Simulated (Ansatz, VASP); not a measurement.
One calculation of CsAg, two programs

```xyz
4
Lattice="2.7127 -6.6774 0.0000 2.7127 6.6774 0.0000 0.0000 0.0000 5.1576" Properties=species:S:1:pos:R:3 pbc="T T T"
Cs    2.7127   -4.7627    1.2894
Cs    2.7127    4.7627    3.8682
Ag    2.7127   -0.6284    1.2894
Ag    2.7127    0.6284    3.8682
```

Alike in both runs: functional PBE; k mesh 8 × 8 × 8; occupations gaussian, width 0.02 eV; no spin polarisation.

Ansatz relaxed the structure, and its values are those at the end. VASP's run is a single point on that final structure, the one shown.

|  | VASP | Ansatz |
| --- | --- | --- |
| version | VASP 6.6.1 | Ansatz 0.2.0 |
| potentials or method | VASP PAW PBE potentials, release 64 (Cs_sv, Ag), cutoff 520 eV | scalar-relativistic, plane waves, PAW |
| valence electrons in the cell | 40 | 56 |

|  | VASP | Ansatz | Ansatz less VASP |
| --- | --- | --- | --- |
| gap on the k mesh at the Fermi level (eV) | 0.16 | 0.15 | -0.003 |
| least direct gap on the mesh (eV) | 0.24 | 0.23 | -0.009 |
| pressure (GPa) | 0.0 | 0.0 | 0.00 |

VASP's potentials hold 40 valence electrons a cell and Ansatz's 56, so a difference there can come from the potentials and not from the codes.

Neither program's run includes spin-orbit coupling.
